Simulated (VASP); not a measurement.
Crystal: KCl.

```
K Cl
1.0
     4.34008    0.00000    0.00000
    -2.17004    3.75862    0.00000
     0.00000    0.00000    7.63597
K Cl
2 2
Direct
  0.00000 0.00000 0.00000
  0.00000 0.00000 0.50000
  0.33333 0.66667 0.25000
  0.66667 0.33333 0.75000
```

Base run:

* Program: VASP 6.6.1
* Functional: PBE
* Potentials or basis: VASP PAW PBE potentials, release 64 (K_sv, Cl)
* Cutoff: 520 eV
* k mesh: 6 × 6 × 4
* Occupations: gaussian, width 0.01 eV
* Spin: no spin polarisation

Its results: band gap on the k mesh 5.12 eV; pressure 0.8 GPa.

**Question.** The run is repeated on the same cell with these changes: functional from PBE to r2SCAN. What comes out?

**Answer.** Band gap on the k mesh 5.77 eV; pressure 0.0 GPa.

Caveats: the PAW data sets were made with another functional, which shifts forces and pressure a little (at least some runs).

A k mesh can miss the band edges.
